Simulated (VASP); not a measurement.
Input of a VASP 6.6.1 run:

File INCAR:

```
SYSTEM = Pt
ALGO = Fast
EDIFF = 1E-7
ENCUT = 520
GGA = PS
ISIF = 2
ISMEAR = -1
LASPH = .TRUE.
LCHARG = .FALSE.
LREAL = .FALSE.
LWAVE = .FALSE.
NBANDS = 17
NELM = 60
PREC = Accurate
SIGMA = 0.05
```

KPOINTS

```
k-points
0
G
  11 11 6
  0 0 0
```

The input POSCAR:

```
Pt
1.0
    2.7264478965      0.0000000000      0.0000000000
   -1.3632239482      2.3611731404      0.0000000000
    0.0000000000      0.0000000000      4.6702205783
Pt
2
Direct
    0.3333333333      0.6666666667      0.2500000000
    0.6666666667      0.3333333333      0.7500000000
```

Potentials or basis: VASP PAW PBE potentials, release 64 (Pt).

Run with:

```bash
$ cat potpaw_PBE.64/Pt/POTCAR > POTCAR
$ mpirun -np 1 vasp_std > vasp.out
```

Problem. Estimate the band gap on the k mesh.

Solution. Zero (bands 10 and 11 overlap by 1.28 eV).

Problem. Predict the pressure.

Solution. 1.6 GPa.

Stress tensor (GPa, compression positive):
```
1.68 0.00 0.00
0.00 1.68 0.00
0.00 0.00 1.55
```

Caveat: the PAW data sets were made with another functional, which shifts forces and pressure a little; spin-orbit coupling is left out, which moves the levels of the heavy elements.
